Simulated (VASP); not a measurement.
# Ca8CO in VASP: further runs

Runs on Ca8CO. Level: PBE. Tasks: single point.

Everything below comes from runs of VASP 6.6.1. Logs are shortened: lines on timing, memory, paths and dates and some standing lists are left out, and cuts for length are marked.

### 1 The cell of the first run

The cell holds a slab with vacuum, 10 atoms: a = 7.813 Å, b = 7.813 Å, c = 20.609 Å, α = 90.00°, β = 90.00°, γ = 90.00°.

### 2 Single point, PBE

INCAR

```
SYSTEM = Ca8CO
ALGO = Normal
DIPOL = 0.5 0.5 0.299
EDIFF = 1E-7
ENCUT = 520
GGA = PE
IDIPOL = 3
ISIF = 2
ISMEAR = 0
LASPH = .TRUE.
LCHARG = .TRUE.
LDIPOL = .TRUE.
LELF = .TRUE.
LREAL = .FALSE.
LVACPOTAV = .TRUE.
LVHAR = .TRUE.
LWAVE = .FALSE.
NBANDS = 56
NELM = 100
PREC = Accurate
SIGMA = 0.1
```

KPOINTS

```
k-points
0
G
  4 4 1
  0 0 0
```

POSCAR

```
Ca8CO
1.0
    7.8132359319      0.0000000000      0.0000000000
    0.0000000000      7.8132359319      0.0000000000
    0.0000000000      0.0000000000     20.6093934330
Ca C O
8 1 1
Direct
    0.2500000000      0.2500000000      0.1940862555
    0.2500000000      0.7500000000      0.1940862555
    0.7500000000      0.2500000000      0.1940862555
    0.7500000000      0.7500000000      0.1940862555
    0.0000000000      0.0000000000      0.3206981057
    0.0000000000      0.5000000000      0.3206981057
    0.5000000000      0.0000000000      0.3206981057
    0.5000000000      0.5000000000      0.3206981057
    0.1770468721      0.7500000000      0.4662627973
    0.3229531279      0.7500000000      0.4662627973
```

Potentials or basis: VASP PAW PBE potentials, release 64 (Ca_sv, C, O).

Started as:

```sh
$ cat potpaw_PBE.64/Ca_sv/POTCAR potpaw_PBE.64/C/POTCAR potpaw_PBE.64/O/POTCAR > POTCAR
$ mpirun -np 1 vasp_std > vasp.out
```

OUTCAR:

```text
SYSTEM = Ca8CO
   EDIFF = 1E-7
   ENCUT = 520
   GGA = PE
   ISIF = 2
   ISMEAR = 0
   LASPH = .TRUE.
   LREAL = .FALSE.
   NELM = 100
   PREC = Accurate

 ion  position               nearest neighbor table
   1  0.250  0.250  0.194-
   2  0.250  0.750  0.194-
   3  0.750  0.250  0.194-
   4  0.750  0.750  0.194-
   5  0.000  0.000  0.321-
   6  0.000  0.500  0.321-
   7  0.500  0.000  0.321-
   8  0.500  0.500  0.321-
   9  0.177  0.750  0.466-  10 1.14
  10  0.323  0.750  0.466-   9 1.14

  LATTYP: Found a simple tetragonal cell.
 ALAT       =     7.8132359319
 C/A-ratio  =     2.6377538849

  Lattice vectors:

 A1 = (   7.8132359319,   0.0000000000,   0.0000000000)
 A2 = (   0.0000000000,   7.8132359319,   0.0000000000)
 A3 = (   0.0000000000,   0.0000000000,  20.6093934330)

Analysis of symmetry for initial positions (statically):
=====================================================================
 Subroutine PRICEL returns:
 Original cell was already a primitive cell.

 Routine SETGRP: Setting up the symmetry group for a
 simple tetragonal supercell.

 Subroutine GETGRP returns: Found  2 space group operations
 (whereof  1 operations were pure point group operations)
 out of a pool of 16 trial point group operations.

The static configuration has the point symmetry C_1 .
 The point group associated with its full space group is C_1h.

Analysis of symmetry for dynamics (positions and initial velocities):
=====================================================================
 Subroutine PRICEL returns:
 Original cell was already a primitive cell.

 Routine SETGRP: Setting up the symmetry group for a
 simple tetragonal supercell.

 Subroutine GETGRP returns: Found  2 space group operations
 (whereof  1 operations were pure point group operations)
 out of a pool of 16 trial point group operations.

The dynamic configuration has the point symmetry C_1 .
 The point group associated with its full space group is C_1h.

 Subroutine INISYM returns: Found  2 space group operations
 (whereof  1 operations are pure point group operations),
 and found     1 'primitive' translations

----------------------------------------------------------------------------------------

                                     Primitive cell

  volume of cell :    1258.1345

  direct lattice vectors                    reciprocal lattice vectors
     7.813235932  0.000000000  0.000000000     0.127987944  0.000000000  0.000000000
     0.000000000  7.813235932  0.000000000     0.000000000  0.127987944  0.000000000
     0.000000000  0.000000000 20.609393433     0.000000000  0.000000000  0.048521564

  length of vectors
     7.813235932  7.813235932 20.609393433     0.127987944  0.127987944  0.048521564

  position of ions in fractional coordinates (direct lattice)
     0.250000000  0.250000000  0.194086255
     0.250000000  0.750000000  0.194086255
     0.750000000  0.250000000  0.194086255
     0.750000000  0.750000000  0.194086255
     0.000000000  0.000000000  0.320698106
     0.000000000  0.500000000  0.320698106
     0.500000000  0.000000000  0.320698106
     0.500000000  0.500000000  0.320698106
     0.177046872  0.750000000  0.466262797
     0.322953128  0.750000000  0.466262797

  ion indices of the primitive-cell ions
   primitive index   ion index
                 1           1
                 2           2
                 3           3
                 4           4
                 5           5
                 6           6
                 7           7
                 8           8
                 9           9
                10          10

----------------------------------------------------------------------------------------

 KPOINTS: k-points

Automatic generation of k-mesh.
 Grid dimensions read from file:
 generate k-points for:    4    4    1

 Generating k-lattice:

  Cartesian coordinates                     Fractional coordinates (reciprocal lattice)
     0.031996986  0.000000000  0.000000000     0.250000000  0.000000000  0.000000000
     0.000000000  0.031996986  0.000000000     0.000000000  0.250000000  0.000000000
     0.000000000  0.000000000  0.048521564     0.000000000  0.000000000  1.000000000

  Length of vectors
     0.031996986  0.031996986  0.048521564

  Shift w.r.t. Gamma in fractional coordinates (k-lattice)
     0.000000000  0.000000000  0.000000000

 Subroutine IBZKPT returns following result:
 ===========================================

 Found      9 irreducible k-points:

 Following reciprocal coordinates:
            Coordinates               Weight
  0.000000  0.000000  0.000000      1.000000
  0.250000  0.000000  0.000000      2.000000
  0.000000  0.250000  0.000000      2.000000
  0.500000  0.000000  0.000000      1.000000
  0.000000  0.500000  0.000000      1.000000
  0.250000  0.250000  0.000000      4.000000
  0.500000  0.250000  0.000000      2.000000
 -0.250000  0.500000  0.000000      2.000000
  0.500000  0.500000  0.000000      1.000000
   k-points           NKPTS =      9   k-points in BZ     NKDIM =      9   number of bands    NBANDS=     56
   number of dos      NEDOS =    301   number of ions     NIONS =     10
   total plane-waves  NPLWV = 576000
   dimension x,y,z NGX =    60 NGY =   60 NGZ =  160
   dimension x,y,z NGXF=   120 NGYF=  120 NGZF=  320
   ions per type =               8   1   1
   NGX,Y,Z   is equivalent  to a cutoff of  12.77, 12.77, 12.91 a.u.
   NGXF,Y,Z  is equivalent  to a cutoff of  25.53, 25.53, 25.81 a.u.
 SYSTEM =  Ca8CO
   PREC   = accura    normal or accurate (medium, high low for compatibility)
   ISTART =      0    job   : 0-new  1-cont  2-samecut
   ICHARG =      2    charge: 1-file 2-atom 10-const
   ISPIN  =      1    spin polarized calculation?
   LNONCOLLINEAR =      F non collinear calculations
   LSORBIT =      F    spin-orbit coupling
   LASPH  =      T    aspherical Exc in radial PAW
   ENCUT  =  520.0 eV  38.22 Ry    6.18 a.u.  14.53 14.53 38.32*2*pi/ulx,y,z
   NELM   =    100;   NELMIN=  2; NELMDL= -5     # of ELM steps
   EDIFF  = 0.1E-06   stopping-criterion for ELM
   LREAL  =      F    real-space projection
   EDIFFG = 0.1E-05   stopping-criterion for IOM
   NSW    =      0    number of steps for IOM
   IBRION =     -1    ionic relax: 0-MD 1-quasi-New 2-CG
   NFREE  =      0    steps in history (QN), initial steepest desc. (CG)
   ISIF   =      2    stress and relaxation
   ISYM   =      2    0-nonsym 1-usesym 2-fastsym
   POTIM  = 0.5000    time-step for ionic-motion
   TEBEG  =    0.0;   TEEND  =   0.0 temperature during run
   PSTRESS=    0.0 pullay stress
   NELECT =      90.0000    total number of electrons
   NUPDOWN=      -1.0000    fix difference up-down
   EMIN   =  10.00;   EMAX   =-10.00  energy-range for DOS
   EFERMI =   0.00;   METHOD = LEGACY
   ISMEAR =     0;   SIGMA  =   0.10  broadening in eV -4-tet -1-fermi 0-gaus
   EFERMI_NEDOS =   21; number of points for ismear=-14 and -15
   IALGO  =     38    algorithm
   IMIX   =      4    mixing-type and parameters
     AMIX     =   0.40;   BMIX     =  1.00
     AMIX_MAG =   1.60;   BMIX_MAG =  1.00
  volume/ion in A,a.u.               =     125.81       849.03
  Fermi-wavevector in a.u.,A,eV,Ry     =   0.679589  1.284238  6.283740  0.461842
  Thomas-Fermi vector in A             =   1.757831
   LORBIT       =      0    0 simple, 1 ext, 2 COOP (PROOUT), +10 PAW based schemes
   GGA     = PE    functional components
   LHFCALC =     F    Hartree Fock is set to
   AEXX    =    0.0000 exact exchange contribution
   IVDW    =     0    specifies the selected vdW correction
   LEPSILON=     F    determine dielectric tensor
   LRPA    =     F    only Hartree local field effects (RPA)
 non-spin polarized calculation
 Gauss-broadening in eV      SIGMA  =   0.10
  energy-cutoff  :      520.00
  volume of cell :     1258.13
 maximum number of plane-waves:     33903
 NGX is ok and might be reduce to    60
   NGX = 29   NGY = 29   NGZ = 77

 dipolmoment           0.000000      0.000000     -0.019648 electrons x Angstroem

 number of electron      90.0000022 magnetization

 dipolmoment           0.000000      0.000000      0.041400 electrons x Angstroem

 Free energy of the ion-electron system (eV)
  ---------------------------------------------------
  ext. energy  EPLUGINS =         0.00000000
  ---------------------------------------------------
  free energy    TOTEN  =       -26.83655762 eV

  energy without entropy =      -26.75973611  energy(sigma->0) =      -26.79814686

 E-fermi :  -1.2416     XC(G=0):  -3.0782

 val. band max:       -1.2458548254   @ k =   0.5000   0.2500   0.0000
 cond. band min:      -1.2287395414   @ k =  -0.2500   0.5000   0.0000
 fundamental gap:      0.0171152841
 Fermi energy:        -1.2415598607

 k-point     1 :       0.0000    0.0000    0.0000
  band No.  band energies     occupation
      1     -43.7172      2.00000
      2     -43.7113      2.00000
      3     -43.7022      2.00000
      4     -43.6983      2.00000
      5     -43.6932      2.00000
      6     -43.6874      2.00000
[... 48 lines left out ...]
     55      -0.5134      0.00000
     56      -0.2481      0.00000

 k-point     2 :       0.2500    0.0000    0.0000
  band No.  band energies     occupation
      1     -43.7169      2.00000
      2     -43.7112      2.00000
      3     -43.7019      2.00000
      4     -43.6988      2.00000
      5     -43.6927      2.00000
      6     -43.6880      2.00000
[... 48 lines left out ...]
     55      -0.4432      0.00000
     56      -0.1957      0.00000
[... 352 lines left out ...]
     55      -0.3119      0.00000
     56      -0.1424      0.00000

 k-point     9 :       0.5000    0.5000    0.0000
  band No.  band energies     occupation
      1     -43.7141      2.00000
      2     -43.7138      2.00000
      3     -43.7005      2.00000
      4     -43.6992      2.00000
      5     -43.6929      2.00000
      6     -43.6891      2.00000
[... 48 lines left out ...]
     55      -0.3604      0.00000
     56      -0.3110      0.00000

------------------------ aborting loop because EDIFF is reached ----------------------------------------

  FORCE on cell =-STRESS in cart. coord.  units (eV):
  Direction    XX          YY          ZZ          XY          YZ          ZX
  --------------------------------------------------------------------------------------
  -------------------------------------------------------------------------------------
  Total       -0.0255397     -2.1541131      0.1568689      0.0000000      0.0000000      0.1379072
  in kB       -0.0325237     -2.7431654      0.1997654      0.0000000      0.0000000      0.1756185
  external PRESSURE =      -0.8586412 kB  Pullay stress =       0.0000000 kB

 VOLUME and BASIS-vectors are now :
 -----------------------------------------------------------------------------
  energy-cutoff  :      520.00
  volume of cell :     1258.13
      direct lattice vectors                 reciprocal lattice vectors
     7.813235932  0.000000000  0.000000000     0.127987944  0.000000000  0.000000000
     0.000000000  7.813235932  0.000000000     0.000000000  0.127987944  0.000000000
     0.000000000  0.000000000 20.609393433     0.000000000  0.000000000  0.048521564

 POSITION                                       TOTAL-FORCE (eV/Angst)
 -----------------------------------------------------------------------------------
      1.95331      1.95331      4.00000        -0.003674      0.000000     -0.013207
      1.95331      5.85993      4.00000        -0.000634      0.000000     -0.032783
      5.85993      1.95331      4.00000        -0.001809      0.000000     -0.011188
      5.85993      5.85993      4.00000        -0.004191      0.000000     -0.021650
      0.00000      0.00000      6.60939        -0.019201     -0.023265      0.046239
      0.00000      3.90662      6.60939        -0.019201      0.023265      0.046239
      3.90662      0.00000      6.60939         0.005187      0.019082     -0.015880
      3.90662      3.90662      6.60939         0.005187     -0.019082     -0.015880
      1.38331      5.85993      9.60939        -1.678836      0.000000     -0.221434
      2.52331      5.85993      9.60939         1.717173      0.000000      0.239542
 -----------------------------------------------------------------------------------
    total drift:                                0.001191      0.000000      0.000071

  FREE ENERGIE OF THE ION-ELECTRON SYSTEM (eV)
  ---------------------------------------------------
  free  energy   TOTEN  =       -26.8365576172 eV

  energy  without entropy=      -26.7597361106  energy(sigma->0) =      -26.79814686

 vacuum level on the upper side and lower side of the slab         1.583         1.460
```

It took 21 min on 1 thread of Intel Xeon 6975P-C (Granite Rapids), shared host; peak memory 1.3 GiB.

What came out:

```
Free energy            : -26.8366 eV
Largest force          : 1.734 eV/Å
Band gap on the k mesh : zero (bands 45 and 46 overlap by 0.11 eV)
```

Forces in eV/Å, atoms in the order of the input:
```
Ca  -0.004  0.000 -0.013
Ca  -0.001  0.000 -0.033
Ca  -0.002  0.000 -0.011
Ca  -0.004  0.000 -0.022
Ca  -0.019 -0.023  0.046
Ca  -0.019  0.023  0.046
Ca   0.005  0.019 -0.016
Ca   0.005 -0.019 -0.016
C   -1.679  0.000 -0.221
O    1.717  0.000  0.240
```

Levels at points of the mesh, in eV from the Fermi level:
```
           k point  band 43  band 44  band 45  band 46  band 47  band 48
(0.00, 0.00, 0.00)    -1.13    -0.11    -0.11     0.26     0.34     0.34
(0.50, 0.00, 0.00)    -0.64    -0.64    -0.64     0.33     0.40     0.44
(0.00, 0.50, 0.00)    -0.66    -0.64    -0.64     0.37     0.37     0.40
(0.50, 0.50, 0.00)    -0.52    -0.52    -0.41     0.45     0.50     0.61
```

### 3 Single point, PBE

INCAR

```
SYSTEM = Ca8CO
PREC = Accurate
ENCUT = 520
EDIFF = 1E-6
ISMEAR = 0
SIGMA = 0.1
LREAL = .False.
LASPH = .True.
NELM = 60
ALGO = Normal
ISIF = 2
LWAVE = .False.
LCHARG = .False.
LDIPOL = .True.
IDIPOL = 3
DIPOL = 0.5 0.5 0.287
GGA = PE
NBANDS = 56
```

KPOINTS

```
Automatic mesh
0
Gamma
  4 4 1
  0 0 0
```

POSCAR: that of step 2 with these lines changed.

```diff
@@ -16,3 +16,3 @@
     0.5000000000      0.5000000000      0.3206981057
-    0.1770468721      0.7500000000      0.4662627973
-    0.3229531279      0.7500000000      0.4662627973
+    0.1662318909      0.7500000000      0.4060960581
+    0.3337681091      0.7500000000      0.4060960581
```

Potentials or basis: VASP PAW PBE potentials, release 64 (Ca_sv, C, O).

Started as:

```sh
$ cat potpaw_PBE.64/Ca_sv/POTCAR potpaw_PBE.64/C/POTCAR potpaw_PBE.64/O/POTCAR > POTCAR
$ mpirun -np 1 vasp_std > vasp.out
```

Wall time 24 min (1 thread of Intel Xeon 6975P-C (Granite Rapids), shared host); peak memory 1.3 GiB.

The run converged. Its results:

* Free energy: -26.7910 eV
* Largest force: 4.546 eV/Å
* Band gap on the k mesh: zero (bands 45 and 46 overlap by 0.05 eV)

Forces on the atoms (eV/Å):
```
Ca   0.009  0.000 -0.030
Ca  -0.030  0.000 -0.154
Ca  -0.008  0.000 -0.015
Ca   0.000  0.000 -0.062
Ca   0.023 -0.264  0.286
Ca   0.023  0.264  0.286
Ca  -0.259 -0.225  0.273
Ca  -0.259  0.225  0.273
C    4.428  0.000 -1.029
O   -3.926  0.000  0.175
```

Levels at points of the mesh, in eV from the Fermi level:
| k point | band 43 | band 44 | band 45 | band 46 | band 47 | band 48 |
| --- | --- | --- | --- | --- | --- | --- |
| (0.00, 0.00, 0.00) | -1.07 | -0.21 | -0.07 | 0.14 | 0.18 | 0.42 |
| (0.50, 0.00, 0.00) | -0.63 | -0.60 | -0.51 | 0.11 | 0.15 | 0.42 |
| (0.00, 0.50, 0.00) | -0.64 | -0.63 | -0.51 | 0.12 | 0.20 | 0.42 |
| (0.50, 0.50, 0.00) | -0.45 | -0.40 | -0.07 | 0.16 | 0.35 | 0.61 |

The gap in the log of VASP goes by the Fermi energy; the results here count the filled bands.